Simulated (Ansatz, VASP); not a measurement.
# One calculation of Al2Rh, two programs

Contents of INCAR:

```
PREC = Accurate
ENCUT = 600
EDIFF = 1E-6
ISMEAR = 0
SIGMA = 0.1
LREAL = F
LASPH = T
NELM = 100
ALGO = Normal
ISIF = 3
LWAVE = F
LCHARG = F
GGA = PE
IBRION = 2
NSW = 90
EDIFFG = -0.04
```

Contents of KPOINTS:

```
Automatic mesh
0
Gamma
  4 4 6
```

File POSCAR:

```
Al2Rh
1.0
    4.2607770160      0.0000000000      0.0000000000
    0.0000000000      4.2607770160      0.0000000000
    0.0000000000      0.0000000000      2.8018985396
Al Rh
2 1
Direct
    0.0000000000      0.5000000000      0.0000000000
    0.5000000000      0.0000000000      0.0000000000
    0.5000000000      0.5000000000      0.5000000000
```

Input for Ansatz:

```yaml
crystal:
  lattice:
    - [4.260777016, 0.0, 0.0]
    - [0.0, 4.260777016, 0.0]
    - [0.0, 0.0, 2.8018985396]
  atoms:
    - { symbol: Al, position: [0.0, 0.5, 0.0] }
    - { symbol: Al, position: [0.5, 0.0, 0.0] }
    - { symbol: Rh, position: [0.5, 0.5, 0.5] }
basis:
  ecutwfc: 420
kpoints:
  mp_grid: { grid: [4, 4, 6] }
hamiltonian:
  xc: pbe
scf:
  occupations: { method: gaussian, width: 0.1 }
  lower_state_search: "off"
output:
  forces: true
  stress: true
  eigenvalues: true
relax:
  adjacent_minimum: "off"
  f_tol: 0.04
  max_steps: 70
  cell: { stress_tol: 0.4 }
```

Alike in both runs: task relaxation of cell and atoms; functional PBE; k mesh 4 × 4 × 6; occupations gaussian, width 0.1 eV; no spin polarisation.

|  | VASP | Ansatz |
| --- | --- | --- |
| version | VASP 6.6.1 | Ansatz 0.2.0 |
| potentials or method | VASP PAW PBE potentials, release 64 (Al, Rh_pv), cutoff 600 eV | scalar-relativistic, plane waves, PAW |
| valence electrons in the cell | 21 | 23 |

VASP gave:

* gap on the k mesh at the Fermi level, each at its own relaxed structure (eV): none
* relaxed volume (Å³/atom): 17.01
* relaxed length of the cell vector where the two differ most in proportion (Å): 4.256

Task: Which values does Ansatz return?

Result: gap on the k mesh at the Fermi level, each at its own relaxed structure (eV): none; relaxed volume (Å³/atom): 16.98; relaxed length of the cell vector where the two differ most in proportion (Å): 4.252.

A gap of «none» marks a metal or a gap that the smearing closes. VASP's potentials hold 21 valence electrons a cell and Ansatz's 23, so a difference there can come from the potentials and not from the codes.

The k mesh is coarse, so the values compare programs but aren't converged.
